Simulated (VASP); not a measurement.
# NbTe (P-6m2) in VASP: single point with PBE

Aim: the single point of NbTe with PBE.

Program: VASP 6.6.1. These are calculated values, not measurements. Logs are shortened: lines on timing, memory, paths and dates and some standing lists are left out, and cuts for length are marked.

## Step 1: The cell of the first run

Symmetry: P-6m2, No. 187, hexagonal system. Conventional cell: a = 3.703 Å, b = 3.703 Å, c = 3.694 Å, α = 90.00°, β = 90.00°, γ = 120.00°. Nb (site symmetry -6m2) has 6 Te at 2.83 Å and 8 Nb at 3.69 to 3.70 Å within 3.8 Å. Te (site symmetry -6m2) has 6 Nb at 2.83 Å and 8 Te at 3.69 to 3.70 Å within 3.8 Å.

## Step 2: Single point, PBE, collinear spin, zero start

File INCAR:

```
SYSTEM = NbTe
PREC     = Accurate       ! precision mode
ENCUT    = 500            ! plane-wave cutoff, eV
EDIFF    = 1E-6           ! SCF threshold, eV
ISMEAR   = 0              ! smearing method
SIGMA    = 0.1            ! smearing width, eV
LREAL    = .False.        ! projectors in reciprocal space
LASPH    = .True.         ! aspherical terms in the spheres
NELM     = 200            ! most SCF steps
ALGO     = Normal         ! electronic algorithm
ISIF     = 2              ! what is computed and relaxed
LWAVE    = .False.        ! write WAVECAR
LCHARG   = .False.        ! write CHGCAR
ISPIN    = 2              ! spin polarisation
MAGMOM   = 0 0            ! initial moments
LORBIT   = 11             ! projections on sites
LMAXMIX  = 4              ! l up to which the mixer works
GGA      = PE             ! functional
NBANDS   = 20             ! bands
GGA_COMPAT= .False.
```

File KPOINTS:

```
Automatic mesh
0
Gamma
  6 6 4
  0 0 0
```

File POSCAR:

```
NbTe
1.0
    3.7029743866      0.0000000000      0.0000000000
   -1.8514871933      3.2068698884      0.0000000000
    0.0000000000      0.0000000000      3.6942110000
Nb Te
1 1
Direct
    0.0000000000      0.0000000000      0.5000000000
    0.6666666667      0.3333333333      0.0000000000
```

Potentials or basis: VASP PAW PBE potentials, release 64 (Nb_sv, Te).

Started as:

```
cat potpaw_PBE.64/Nb_sv/POTCAR potpaw_PBE.64/Te/POTCAR > POTCAR
mpirun -np 1 vasp_std > vasp.out
```

OUTCAR:

```text
SYSTEM = NbTe
   PREC = Accurate
   ENCUT = 500
   EDIFF = 1E-6
   ISMEAR = 0
   LREAL = .False.
   LASPH = .True.
   NELM = 200
   ISIF = 2
   ISPIN = 2
   LORBIT = 11
   GGA = PE

 ion  position               nearest neighbor table
   1  0.000  0.000  0.500-   2 2.83   2 2.83   2 2.83   2 2.83   2 2.83   2 2.83
   2  0.667  0.333  0.000-   1 2.83   1 2.83   1 2.83   1 2.83   1 2.83   1 2.83

  LATTYP: Found a hexagonal cell.
 ALAT       =     3.7029743866
 C/A-ratio  =     0.9976334196

  Lattice vectors:

 A1 = (   3.7029743866,   0.0000000000,   0.0000000000)
 A2 = (  -1.8514871933,   3.2068698884,   0.0000000000)
 A3 = (   0.0000000000,   0.0000000000,   3.6942110000)

Analysis of symmetry for initial positions (statically):
=====================================================================
 Subroutine PRICEL returns:
 Original cell was already a primitive cell.

 Routine SETGRP: Setting up the symmetry group for a
 hexagonal supercell.

 Subroutine GETGRP returns: Found 12 space group operations
 (whereof 12 operations were pure point group operations)
 out of a pool of 24 trial point group operations.

The static configuration has the point symmetry D_3h.

Analysis of symmetry for dynamics (positions and initial velocities):
=====================================================================
 Subroutine PRICEL returns:
 Original cell was already a primitive cell.

 Routine SETGRP: Setting up the symmetry group for a
 hexagonal supercell.

 Subroutine GETGRP returns: Found 12 space group operations
 (whereof 12 operations were pure point group operations)
 out of a pool of 24 trial point group operations.

The dynamic configuration has the point symmetry D_3h.

Analysis of structural, dynamic, and magnetic symmetry:
=====================================================================
 Subroutine PRICEL returns:
 Original cell was already a primitive cell.

 Routine SETGRP: Setting up the symmetry group for a
 hexagonal supercell.

 Subroutine GETGRP returns: Found 12 space group operations
 (whereof 12 operations were pure point group operations)
 out of a pool of 24 trial point group operations.

The overall configuration has the point symmetry D_3h.

 Subroutine INISYM returns: Found 12 space group operations
 (whereof 12 operations are pure point group operations),
 and found     1 'primitive' translations

----------------------------------------------------------------------------------------

[... 112 lines left out ...]
   LORBIT       =     11    0 simple, 1 ext, 2 COOP (PROOUT), +10 PAW based schemes
   GGA     = PE    functional components
   LHFCALC =     F    Hartree Fock is set to
   AEXX    =    0.0000 exact exchange contribution
   IVDW    =     0    specifies the selected vdW correction
   LEPSILON=     F    determine dielectric tensor
   LRPA    =     F    only Hartree local field effects (RPA)
 spin polarized calculation
 Gauss-broadening in eV      SIGMA  =   0.10
  energy-cutoff  :      500.00
  volume of cell :       43.87
 maximum number of plane-waves:      1141
 NGX is ok and might be reduce to    28
   NGX = 13   NGY = 13   NGZ = 13

 number of electron      18.9999998 magnetization       0.0000100

 number of electron      18.9999998 magnetization      -0.0000040

 Free energy of the ion-electron system (eV)
  ---------------------------------------------------
  ext. energy  EPLUGINS =         0.00000000
  ---------------------------------------------------
  free energy    TOTEN  =       -13.64413193 eV

  energy without entropy =      -13.63588863  energy(sigma->0) =      -13.64001028

 E-fermi :  11.1160     XC(G=0): -11.2754

 val. band max:       11.0891510725   @ k =   0.1667  -0.0000   0.0000
 cond. band min:      11.1673629627   @ k =   0.3333   0.0000   0.2500
 fundamental gap:      0.0782118902
 Fermi energy:        11.1160141058

 spin component 1

 k-point     1 :       0.0000    0.0000    0.0000
  band No.  band energies     occupation
      1     -44.5469      1.00000
      2     -20.7168      1.00000
      3     -20.5625      1.00000
      4     -20.5625      1.00000
      5      -3.2080      1.00000
      6       7.8797      1.00000
[... 459 lines left out ...]
      6       4.7945      1.00000
[... 12 lines left out ...]
     19      24.9159      0.00000
     20      25.4040      0.00000
 Fermi energy:        11.1160141058

 spin component 2

 k-point     1 :       0.0000    0.0000    0.0000
  band No.  band energies     occupation
      1     -44.5469      1.00000
      2     -20.7168      1.00000
      3     -20.5625      1.00000
      4     -20.5625      1.00000
      5      -3.2080      1.00000
      6       7.8797      1.00000
[... 472 lines left out ...]
     19      24.9159      0.00000
     20      25.4039      0.00000

------------------------ aborting loop because EDIFF is reached ----------------------------------------

  FORCE on cell =-STRESS in cart. coord.  units (eV):
  Direction    XX          YY          ZZ          XY          YZ          ZX
  --------------------------------------------------------------------------------------
  -------------------------------------------------------------------------------------
  Total       -0.4327774     -0.4327774      0.1833994      0.0000000      0.0000000      0.0000000
  in kB      -15.8059794    -15.8059794      6.6981495      0.0000000      0.0000000      0.0000000
  external PRESSURE =      -8.3046031 kB  Pullay stress =       0.0000000 kB

 VOLUME and BASIS-vectors are now :
 -----------------------------------------------------------------------------
  energy-cutoff  :      500.00
  volume of cell :       43.87
      direct lattice vectors                 reciprocal lattice vectors
     3.702974387  0.000000000  0.000000000     0.270053178  0.155915275  0.000000000
    -1.851487193  3.206869888  0.000000000     0.000000000  0.311830550  0.000000000
     0.000000000  0.000000000  3.694211000     0.000000000  0.000000000  0.270693796

 POSITION                                       TOTAL-FORCE (eV/Angst)
 -----------------------------------------------------------------------------------
      0.00000      0.00000      1.84711         0.000000      0.000000      0.000000
      1.85149      1.06896      0.00000         0.000000     -0.000000      0.000000
 -----------------------------------------------------------------------------------
    total drift:                               -0.000000      0.000000      0.000000

  FREE ENERGIE OF THE ION-ELECTRON SYSTEM (eV)
  ---------------------------------------------------
  free  energy   TOTEN  =       -13.6441319283 eV

  energy  without entropy=      -13.6358886342  energy(sigma->0) =      -13.64001028

 total charge

# of ion       s       p       d       tot
------------------------------------------
    1        2.117   5.970   2.579  10.667
    2        1.325   2.049   0.118   3.493
--------------------------------------------------
tot          3.443   8.020   2.698  14.160

 magnetization (x)

# of ion       s       p       d       tot
------------------------------------------
    1       -0.000   0.000  -0.000  -0.000
    2        0.000   0.000  -0.000   0.000
--------------------------------------------------
tot         -0.000   0.000  -0.000   0.000
```

OSZICAR:

```text
N       E                     dE             d eps       ncg     rms          rms(c)
DAV:   1     0.147480951895E+03    0.14748E+03   -0.90082E+03  1680   0.849E+02
DAV:   2    -0.385055530034E+01   -0.15133E+03   -0.14594E+03  2064   0.300E+02
DAV:   3    -0.138432921049E+02   -0.99927E+01   -0.98020E+01  3028   0.584E+01
DAV:   4    -0.140502565961E+02   -0.20696E+00   -0.20617E+00  2156   0.778E+00
DAV:   5    -0.140575533802E+02   -0.72968E-02   -0.72945E-02  2624   0.150E+00    0.698E+00
DAV:   6    -0.136678319308E+02    0.38972E+00   -0.87359E-01  2488   0.768E+00    0.310E+00
DAV:   7    -0.136495388988E+02    0.18293E-01   -0.70798E-02  2064   0.163E+00    0.163E+00
DAV:   8    -0.136440148150E+02    0.55241E-02   -0.16603E-02  2384   0.776E-01    0.220E-01
DAV:   9    -0.136440717730E+02   -0.56958E-04   -0.15828E-03  2084   0.251E-01    0.127E-01
DAV:  10    -0.136441359104E+02   -0.64137E-04   -0.26005E-04  2440   0.135E-01    0.342E-02
DAV:  11    -0.136441343487E+02    0.15617E-05   -0.18213E-05  2432   0.379E-02    0.219E-02
DAV:  12    -0.136441324396E+02    0.19092E-05   -0.19539E-06  1692   0.117E-02    0.849E-03
DAV:  13    -0.136441319283E+02    0.51126E-06   -0.32173E-07  1148   0.544E-03
   1 F= -.13644132E+02 E0= -.13640010E+02  d E =-.824329E-02  mag=     0.0000
```

stdout:

```text
POSCAR found type information on POSCAR NbTe
 POSCAR found :  2 types and       2 ions
 scaLAPACK will be used
 LDA part: xc-table for (Slater+PW92), standard interpolation
 POSCAR, INCAR and KPOINTS ok, starting setup
 FFT: planning ... GRIDC
 FFT: planning ... GRID_SOFT
 FFT: planning ... GRID
 WAVECAR not read
 entering main loop
```

Run time: 46 s. Hardware: 1 thread of AMD EPYC 7R43 (Zen 3), shared host; peak memory 0.15 GiB.

What came out:

```
Free energy                                           : -13.6441 eV
Pressure                                              : -0.8 GPa
Net moment                                            : 0.00 μB per cell
Valence electrons inside the program's atomic spheres : Nb 10.67; Te 3.49
```

Caveat: the k points lie up to 0.43 Å⁻¹ apart; no moment was typed at the start, so none could form; spin-orbit coupling is left out, which moves the levels of the heavy elements.
